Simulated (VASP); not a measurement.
Here is a VASP 6.6.1 calculation.

Contents of INCAR:

```
  PREC = Accurate
  ENCUT = 520
  EDIFF = 1E-6
  ISMEAR = -1
  SIGMA = 0.19
  LREAL = Auto
  LASPH = True
  NELM = 80
  ALGO = Normal
  ISIF = 2
  LWAVE = False
  LCHARG = False
  GGA = PS
  NBANDS = 94
```

File KPOINTS:

```
regular mesh
0
Gamma
  2 2 2
```

Contents of POSCAR:

```
PbSe
1.0
    0.0000000000      6.1774044403      6.1774044403
    6.1774044403      0.0000000000      6.1774044403
    6.1774044403      6.1774044403      0.0000000000
Pb Se
8 8
Direct
    0.0227582638     -0.0097121697      0.0126511063
    0.0146156854     -0.0027883879      0.4969906098
   -0.0037528707      0.5270378573     -0.0061809131
   -0.0038648109      0.4869265934      0.5174262963
    0.5234866085     -0.0083270410      0.0057953952
    0.4959561139      0.0063613287      0.4926283408
    0.4988528807      0.5002696569     -0.0161010989
    0.4915246410      0.4956059668      0.4989925024
    0.2265688629      0.2182912764      0.2968171370
    0.2148357798      0.2697292230      0.7583035149
    0.2643311630      0.7157602425      0.2306866118
    0.2399937570      0.7824510353      0.7336886461
    0.7683079594      0.2627096891      0.1991687629
    0.7121597821      0.2664677400      0.7903503886
    0.7476151262      0.7200135661      0.2266780512
    0.7223490939      0.7767146455      0.7585286904
```

Potentials or basis: VASP PAW PBE potentials, release 64 (Pb_d, Se).

Run with:

```bash
$ cat potpaw_PBE.64/Pb_d/POTCAR potpaw_PBE.64/Se/POTCAR > POTCAR
$ mpirun -np 1 vasp_std > vasp.out
```

(1) Predict the band gap on the k mesh.

(2) What does it give for the largest force?

(3) Predict the pressure.

Results:

(1) 0.28 eV.

(2) 2.113 eV/Å.

(3) 0.2 GPa.

Caveat: the k points lie up to 0.44 Å⁻¹ apart; the atoms stand as in a frame of molecular dynamics; the PAW data sets were made with another functional, which shifts forces and pressure a little; spin-orbit coupling is left out, which moves the levels of the heavy elements.
